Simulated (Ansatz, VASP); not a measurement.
**Two plane-wave programs on BiAu**

```xyz
2
Lattice="0.0000 3.0308 3.0308 3.0308 0.0000 3.0308 3.0308 3.0308 0.0000" Properties=species:S:1:pos:R:3 pbc="T T T"
Au    0.0000    0.0000    0.0000
Bi    3.0308    3.0308    3.0308
```

Change from the starting cell: volume scaled by 1.06, PAW files.

Alike in both runs: task electric field gradients; functional PBE; k mesh 12 × 12 × 12; occupations fermi-dirac, width 0.03 eV; no spin polarisation.

|  | VASP | Ansatz |
| --- | --- | --- |
| version | VASP 6.6.1 | Ansatz 0.2.0 |
| potentials or method | VASP PAW PBE potentials, release 64 (Au, Bi_d) | PAW with Ansatz's default frozen-core files, scalar-relativistic |
| plane-wave cutoff (eV) | 400 | 420 |
| valence electrons in the cell | 26 | 34 |

|  | VASP | Ansatz | Ansatz less VASP |
| --- | --- | --- | --- |
| pressure (GPa) | -3.7 | -3.6 | +0.11 |

The functional is the same, so the differences come from potentials, cutoffs and numerics. VASP's potentials hold 26 valence electrons a cell and Ansatz's 34, so a difference there can come from the potentials and not from the codes.

Neither program's run includes spin-orbit coupling.
